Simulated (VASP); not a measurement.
A run of VASP 6.6.1:

INCAR

```
PREC     = Accurate       # precision mode
ENCUT    = 520            # plane-wave cutoff, eV
EDIFF    = 1E-7           # SCF threshold, eV
ISMEAR   = -1             # smearing method
SIGMA    = 0.05           # smearing width, eV
LREAL    = False          # projectors in reciprocal space
LASPH    = True           # aspherical terms in the spheres
NELM     = 60             # most SCF steps
ALGO     = Normal         # electronic algorithm
ISIF     = 2              # what is computed and relaxed
LWAVE    = False          # write WAVECAR
LCHARG   = True           # write CHGCAR
GGA      = PE             # functional
LELF     = True           # ELF
LVHAR    = True         
NBANDS   = 25             # bands
```

Contents of KPOINTS:

```
regular mesh
0
Gamma
  9 9 5
```

File POSCAR:

```
CuO
1.0
    3.2880244300      0.0000000000      0.0000000000
   -1.6440122100      2.8475126800      0.0000000000
    0.0000000000      0.0000000000      5.3850248600
Cu O
2 2
Direct
    0.6666666667      0.3333333333      0.0000000000
    0.3333333333      0.6666666667      0.5000000000
    0.6666666667      0.3333333333      0.6252000000
    0.3333333333      0.6666666667      0.1252000000
```

Potentials or basis: VASP PAW PBE potentials, release 64 (Cu, O).

Command:

```bash
$ cat potpaw_PBE.64/Cu/POTCAR potpaw_PBE.64/O/POTCAR > POTCAR
$ mpirun -np 1 vasp_std > vasp.out
```

Hardware: 1 thread of AMD EPYC 7R13 Processor (Zen 3), on a shared host.

Question: Estimate the wall time of this run.

Answer: It took 35 s on 1 thread of AMD EPYC 7R13 Processor (Zen 3) (shared host), peak memory 0.15 GiB. Counts: scf iterations 17, k points 36.
